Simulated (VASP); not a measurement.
# Cu3Mo (Pm-3m) in VASP: further runs, part 2 of 2

VASP 6.6.1. Earlier steps stand in the parts before.

### Step 4. Relaxation of cell and atoms, PBE

This run uses another cell than the first one, of 16.60 Å³/atom, 1.251 times its volume.

INCAR

```
PREC = Accurate
ENCUT = 600
EDIFF = 1E-6
ISMEAR = 0
SIGMA = 0.1
LREAL = False
LASPH = True
NELM = 80
ALGO = Normal
ISIF = 3
LWAVE = False
LCHARG = False
GGA = PE
IBRION = 2
NSW = 90
EDIFFG = -0.04
```

KPOINTS

```
regular mesh
0
Gamma
  4 4 4
```

POSCAR

```
Cu3Mo
1.0
    4.0494957200      0.0000000000      0.0000000000
    0.0000000000      4.0494957200      0.0000000000
    0.0000000000      0.0000000000      4.0494957200
Cu Mo
3 1
Direct
    0.0000000000      0.5000000000      0.5000000000
    0.5000000000      0.0000000000      0.5000000000
    0.5000000000      0.5000000000      0.0000000000
    0.0000000000      0.0000000000      0.0000000000
```

Potentials or basis: VASP PAW PBE potentials, release 64 (Cu, Mo_sv).

Command:

```sh
cat potpaw_PBE.64/Cu/POTCAR potpaw_PBE.64/Mo_sv/POTCAR > POTCAR
mpirun -np 1 vasp_std > vasp.out
```

OUTCAR:

```text
PREC = Accurate
   ENCUT = 600
   EDIFF = 1E-6
   ISMEAR = 0
   LREAL = False
   LASPH = True
   NELM = 80
   ISIF = 3
   GGA = PE
   IBRION = 2
   NSW = 90
   EDIFFG = -0.04

 ion  position               nearest neighbor table
   1  0.000  0.500  0.500-   4 2.86   4 2.86   4 2.86   4 2.86
   2  0.500  0.000  0.500-   4 2.86   4 2.86   4 2.86   4 2.86
   3  0.500  0.500  0.000-   4 2.86   4 2.86   4 2.86   4 2.86
   4  0.000  0.000  0.000-   1 2.86   2 2.86   3 2.86   1 2.86   2 2.86   1 2.86   3 2.86   1 2.86
                             2 2.86   3 2.86   2 2.86   3 2.86

  LATTYP: Found a simple cubic cell.
 ALAT       =     4.0494957200

  Lattice vectors:

 A1 = (   4.0494957200,   0.0000000000,   0.0000000000)
 A2 = (   0.0000000000,   4.0494957200,   0.0000000000)
 A3 = (   0.0000000000,   0.0000000000,   4.0494957200)

Analysis of symmetry for initial positions (statically):
=====================================================================
 Subroutine PRICEL returns:
 Original cell was already a primitive cell.

 Routine SETGRP: Setting up the symmetry group for a
 simple cubic supercell.

 Subroutine GETGRP returns: Found 48 space group operations
 (whereof 48 operations were pure point group operations)
 out of a pool of 48 trial point group operations.

The static configuration has the point symmetry O_h .

Analysis of symmetry for dynamics (positions and initial velocities):
=====================================================================
 Subroutine PRICEL returns:
 Original cell was already a primitive cell.

 Routine SETGRP: Setting up the symmetry group for a
 simple cubic supercell.

 Subroutine GETGRP returns: Found 48 space group operations
 (whereof 48 operations were pure point group operations)
 out of a pool of 48 trial point group operations.

The dynamic configuration has the point symmetry O_h .

[... 93 lines left out ...]
   ISIF   =      3    stress and relaxation
   ISYM   =      2    0-nonsym 1-usesym 2-fastsym
   POTIM  = 0.5000    time-step for ionic-motion
   TEBEG  =    0.0;   TEEND  =   0.0 temperature during run
   PSTRESS=    0.0 pullay stress
   NELECT =      47.0000    total number of electrons
   NUPDOWN=      -1.0000    fix difference up-down
   EMIN   =  10.00;   EMAX   =-10.00  energy-range for DOS
   EFERMI =   0.00;   METHOD = LEGACY
   ISMEAR =     0;   SIGMA  =   0.10  broadening in eV -4-tet -1-fermi 0-gaus
   EFERMI_NEDOS =   21; number of points for ismear=-14 and -15
   IALGO  =     38    algorithm
   IMIX   =      4    mixing-type and parameters
     AMIX     =   0.40;   BMIX     =  1.00
     AMIX_MAG =   1.60;   BMIX_MAG =  1.00
  volume/ion in A,a.u.               =      16.60       112.03
  Fermi-wavevector in a.u.,A,eV,Ry     =   1.458948  2.757012 28.960402  2.128530
  Thomas-Fermi vector in A             =   2.575573
   LORBIT       =      0    0 simple, 1 ext, 2 COOP (PROOUT), +10 PAW based schemes
   GGA     = PE    functional components
   LHFCALC =     F    Hartree Fock is set to
   AEXX    =    0.0000 exact exchange contribution
   IVDW    =     0    specifies the selected vdW correction
   LEPSILON=     F    determine dielectric tensor
   LRPA    =     F    only Hartree local field effects (RPA)
 conjugate gradient relaxation of ions
 non-spin polarized calculation
 Gauss-broadening in eV      SIGMA  =   0.10
  energy-cutoff  :      600.00
  volume of cell :       66.41
 maximum number of plane-waves:      2272
   NGX = 17   NGY = 17   NGZ = 17

--------------------------------------- Ionic step        1  -------------------------------------------

 number of electron      46.9999972 magnetization

 Free energy of the ion-electron system (eV)
  ---------------------------------------------------
  ext. energy  EPLUGINS =         0.00000000
  ---------------------------------------------------
  free energy    TOTEN  =       -19.10757710 eV

  energy without entropy =      -19.05955321  energy(sigma->0) =      -19.08356515

------------------------ aborting loop because EDIFF is reached ----------------------------------------

  FORCE on cell =-STRESS in cart. coord.  units (eV):
  Direction    XX          YY          ZZ          XY          YZ          ZX
  --------------------------------------------------------------------------------------
  -------------------------------------------------------------------------------------
  Total       -8.5601736     -8.5601736     -8.5601736      0.0000000      0.0000000     -0.0000000
  in kB     -206.5334138   -206.5334138   -206.5334138      0.0000000      0.0000000     -0.0000000
  external PRESSURE =    -206.5334138 kB  Pullay stress =       0.0000000 kB
[... 63 lines left out ...]
--------------------------------------- Ionic step        3  -------------------------------------------

 number of electron      46.9999995 magnetization

 Free energy of the ion-electron system (eV)
  ---------------------------------------------------
  ext. energy  EPLUGINS =         0.00000000
  ---------------------------------------------------
  free energy    TOTEN  =       -20.16465919 eV

  energy without entropy =      -20.12481752  energy(sigma->0) =      -20.14473835

 E-fermi :   8.2929     XC(G=0): -12.6863

 val. band max:        8.2547288875   @ k =   0.5000   0.2500   0.2500
 cond. band min:       8.3364771566   @ k =   0.5000   0.2500   0.2500
 fundamental gap:      0.0817482692
 Fermi energy:         8.2929211468

 k-point     1 :       0.0000    0.0000    0.0000
  band No.  band energies     occupation
      1     -52.4980      2.00000
      2     -26.5644      2.00000
      3     -26.5644      2.00000
      4     -26.5644      2.00000
      5       0.0078      2.00000
      6       3.3822      2.00000
[... 330 lines left out ...]
  FREE ENERGIE OF THE ION-ELECTRON SYSTEM (eV)
  ---------------------------------------------------
  free  energy   TOTEN  =       -20.1646591904 eV

  energy  without entropy=      -20.1248175152  energy(sigma->0) =      -20.14473835

 reached required accuracy - stopping structural energy minimisation
```

OSZICAR:

```text
N       E                     dE             d eps       ncg     rms          rms(c)
DAV:   1     0.500149863611E+03    0.50015E+03   -0.23029E+04   560   0.272E+03
DAV:   2     0.218508296297E+02   -0.47830E+03   -0.46877E+03   560   0.521E+02
DAV:   3    -0.203068971744E+02   -0.42158E+02   -0.39243E+02   724   0.192E+02
[... 47 lines left out ...]
DAV:  10    -0.201650629493E+02    0.86044E-04   -0.84122E-05   756   0.126E-01    0.202E-01
DAV:  11    -0.201646772732E+02    0.38568E-03   -0.64515E-04   820   0.472E-01    0.473E-02
DAV:  12    -0.201646578144E+02    0.19459E-04   -0.16945E-04   900   0.184E-01    0.998E-03
DAV:  13    -0.201646594966E+02   -0.16822E-05   -0.63525E-06   624   0.227E-02    0.690E-03
DAV:  14    -0.201646591904E+02    0.30615E-06   -0.11159E-06   360   0.214E-02
   3 F= -.20164659E+02 E0= -.20144738E+02  d E =-.105708E+01
```

Run time: 38 s. Hardware: 1 thread of Intel Xeon 6975P-C (Granite Rapids), shared host; peak memory 0.19 GiB.

What came out:

```
Free energy                            : -20.1647 eV
Relaxed volume                         : 13.34 Å³/atom
Relaxed cell                           : a = 3.765 Å, b = 3.765 Å, c = 3.765 Å, α = 90.00°, β = 90.00°, γ = 90.00°
Space group after relaxing (to 0.05 Å) : Pm-3m (No. 221)
Energy gained by relaxing              : 264.3 meV/atom
Ionic steps                            : 3
Pressure after relaxing                : -0.4 GPa
```

The path:
```tsv
step	energy change (eV)	largest force (eV/Å)	pressure (GPa)	volume (Å³)
1	0.0000	0.0000	-20.65	66.41
2	-0.7232	0.0000	22.18	47.89
3	-1.0571	0.0000	-0.37	53.36
```

Final structure:
```yaml
crystal:
  lattice:
    - [3.76476, 0.00000, 0.00000]
    - [0.00000, 3.76476, 0.00000]
    - [0.00000, 0.00000, 3.76476]
  atoms:
    - { symbol: Cu, position: [0.00000, 0.50000, 0.50000] }
    - { symbol: Cu, position: [0.50000, 0.00000, 0.50000] }
    - { symbol: Cu, position: [0.50000, 0.50000, 0.00000] }
    - { symbol: Mo, position: [0.00000, 0.00000, 0.00000] }
```

Caveat: the k points lie up to 0.42 Å⁻¹ apart in the final cell; the volume moved by over 15 % at a fixed basis, so the end points are rough.

### Step 5. Single point, PBE, collinear spin, ferromagnetic start

INCAR

```
SYSTEM = Cu3Mo
PREC = Accurate
ENCUT = 520
EDIFF = 1E-6
ISMEAR = 0
SIGMA = 0.1
LREAL = .FALSE.
LASPH = .TRUE.
NELM = 150
ALGO = Normal
ISIF = 2
LWAVE = .FALSE.
LCHARG = .FALSE.
ISPIN = 2
MAGMOM = 0 0 0 1
LORBIT = 11
LMAXMIX = 4
GGA = PE
NBANDS = 36
```

KPOINTS

```
regular mesh
0
G
  4 4 4
  0 0 0
```

POSCAR

```
Cu3Mo
1.0
    3.7581770892      0.0000000000      0.0000000000
    0.0000000000      3.7581770892      0.0000000000
    0.0000000000      0.0000000000      3.7581770892
Cu Mo
3 1
Direct
    0.0000000000      0.5000000000      0.5000000000
    0.5000000000      0.0000000000      0.5000000000
    0.5000000000      0.5000000000      0.0000000000
    0.0000000000      0.0000000000      0.0000000000
```

Command:

```sh
cat potpaw_PBE.64/Cu/POTCAR potpaw_PBE.64/Mo_sv/POTCAR > POTCAR
mpirun -np 1 vasp_std > vasp.out
```

Wall time 23 s (1 thread of Intel Xeon 6975P-C (Granite Rapids), shared host); peak memory 0.18 GiB.

Results (log left out):

```
Free energy                                           : -20.1871 eV
Pressure                                              : 1.4 GPa
Net moment                                            : 1.69 μB per cell
Site moments                                          : Cu +0.16; Mo +1.03 μB
Valence electrons inside the program's atomic spheres : Cu 10.02; Mo 12.26
```

Levels at points of the mesh, in eV from the Fermi level:
Spin up:
```csv
k point,band 21,band 22,band 23,band 24,band 25,band 26,band 27,band 28
"(0.00, 0.00, 0.00)",0.10,0.10,1.29,1.29,1.29,2.07,2.07,2.07
"(0.50, 0.00, 0.00)",-1.61,-0.93,-0.93,-0.40,0.76,1.19,6.74,6.74
"(0.50, 0.50, 0.00)",-2.20,-0.47,-0.47,-0.31,-0.31,0.58,2.65,3.16
"(0.50, 0.50, 0.50)",-0.39,-0.39,-0.39,0.01,0.01,0.01,1.26,1.26
```
Spin down:
```csv
k point,band 19,band 20,band 21,band 22,band 23,band 24,band 25,band 26,band 27,band 28
"(0.00, 0.00, 0.00)",-1.42,-1.42,0.49,0.49,2.03,2.03,2.03,2.25,2.25,2.25
"(0.50, 0.00, 0.00)",-2.19,-1.85,-1.42,-0.29,-0.29,0.02,1.37,1.91,7.01,7.01
"(0.50, 0.50, 0.00)",-2.33,-2.28,-2.02,-0.13,-0.13,0.22,0.22,1.21,3.14,3.68
"(0.50, 0.50, 0.50)",-1.58,-0.72,0.00,0.00,0.00,0.24,0.24,0.24,1.84,1.84
```

Caveat: the k points lie up to 0.42 Å⁻¹ apart.

### Step 6. Single point, PBE, collinear spin, ferromagnetic start

This run uses another cell than the first one, of 13.33 Å³/atom, 1.005 times its volume.

INCAR

```
  ALGO = Normal
  EDIFF = 1E-6
  ENCUT = 520
  GGA = PE
  ISIF = 2
  ISMEAR = 0
  ISPIN = 2
  LASPH = T
  LCHARG = F
  LMAXMIX = 4
  LORBIT = 11
  LREAL = F
  LWAVE = F
  MAGMOM = 0.19 0.19 0.19 1.01
  NBANDS = 36
  NELM = 150
  PREC = Accurate
  SIGMA = 0.1
```

KPOINTS

```
k-points
0
Gamma
  12 12 12
```

POSCAR

```
Cu3Mo
1.0
    3.7640376860      0.0000000000      0.0000000000
    0.0000000000      3.7640376860      0.0000000000
    0.0000000000      0.0000000000      3.7640376860
Cu Mo
3 1
Direct
    0.0000000000      0.5000000000      0.5000000000
    0.5000000000      0.0000000000      0.5000000000
    0.5000000000      0.5000000000      0.0000000000
    0.0000000000      0.0000000000      0.0000000000
```

Potentials or basis: VASP PAW PBE potentials, release 64 (Cu, Mo_sv).

Command:

```sh
cat potpaw_PBE.64/Cu/POTCAR potpaw_PBE.64/Mo_sv/POTCAR > POTCAR
mpirun -np 1 vasp_std > vasp.out
```

It took 2.7 min on 1 thread of Intel Xeon 6975P-C (Granite Rapids), shared host; peak memory 0.33 GiB.

The run converged. Its results:

```
Free energy                                           : -20.1835 eV
Pressure                                              : 0.6 GPa
Net moment                                            : 1.62 μB per cell
Site moments                                          : Cu +0.15; Mo +1.03 μB
Valence electrons inside the program's atomic spheres : Cu 10.01; Mo 12.26
```

Levels at points of the mesh, in eV from the Fermi level:
Spin up:
```tsv
k point	band 21	band 22	band 23	band 24	band 25	band 26	band 27	band 28
(0.00, 0.00, 0.00)	0.08	0.08	1.32	1.32	1.32	2.08	2.08	2.08
(0.50, 0.00, 0.00)	-1.63	-0.90	-0.90	-0.41	0.76	1.21	6.74	6.74
(0.50, 0.50, 0.00)	-2.22	-0.44	-0.44	-0.33	-0.33	0.58	2.64	3.16
(0.50, 0.50, 0.50)	-0.40	-0.40	-0.40	0.04	0.04	0.04	1.25	1.25
```
Spin down:
```
           k point  band 21  band 22  band 23  band 24  band 25  band 26
(0.00, 0.00, 0.00)     0.51     0.51     2.01     2.01     2.01     2.22
(0.50, 0.00, 0.00)    -1.45    -0.30    -0.30     0.05     1.42     1.90
(0.50, 0.50, 0.00)    -2.05    -0.15    -0.15     0.22     0.22     1.27
(0.50, 0.50, 0.50)    -0.03    -0.03    -0.03     0.25     0.25     0.25
```

### Step 7. Summary

```tsv
task	spin	cell	k mesh	cutoff (eV)	gap on the mesh (eV)	pressure (GPa)	moment (μB)
single point	off	a = 3.758 Å, 4 atoms	4 × 4 × 4	520	none	0.4	-
single point	off	a = 4.049 Å, 4 atoms	4 × 4 × 4	520	none	-20.6	-
relaxation of cell and atoms	off	relaxed from a = 4.049 Å, 4 atoms	4 × 4 × 4	600	none	-0.4	-
single point	collinear, ferromagnetic start	a = 3.758 Å, 4 atoms	4 × 4 × 4	520	none	1.4	1.69
single point	collinear, ferromagnetic start	a = 3.764 Å, 4 atoms	12 × 12 × 12	520	none	0.6	1.62
```

Alike in all rows: level PBE; potentials or basis VASP PAW PBE potentials, release 64 (Cu, Mo_sv); smearing gaussian 0.1 eV.

Caveats: some runs use coarse meshes; the volume moved by over 15 % at a fixed basis, so the end points are rough (some runs).

Absolute energies hang on the potentials; compare differences alone.
